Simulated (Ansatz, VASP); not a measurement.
## Two plane-wave programs on NaH

```
Na H
1.0
     0.00000    2.39751    2.39751
     2.39751    0.00000    2.39751
     2.39751    2.39751    0.00000
Na H
1 1
Direct
  0.00000 0.00000 0.00000
  0.50000 0.50000 0.50000
```

Alike in both runs: task single point; functional r2SCAN; k mesh 6 × 6 × 6; no spin polarisation.

|  | VASP | Ansatz |
| --- | --- | --- |
| version | VASP 6.6.1 | Ansatz 0.2.0 |
| potentials or method | VASP PAW PBE potentials, release 64 (Na_pv, H) | plane waves |
| plane-wave cutoff (eV) | 550 | 500 |
| occupations | gaussian, width 0.01 eV | fixed |
| valence electrons in the cell | 8 | 10 |

```csv
,VASP,Ansatz,Ansatz less VASP
gap on the k mesh at the Fermi level (eV),4.46,4.44,-0.012
pressure (GPa),-0.3,0.0,+0.29
```

VASP's potentials were made for PBE, not for r2SCAN. VASP's potentials hold 8 valence electrons a cell and Ansatz's 10, so a difference there can come from the potentials and not from the codes.
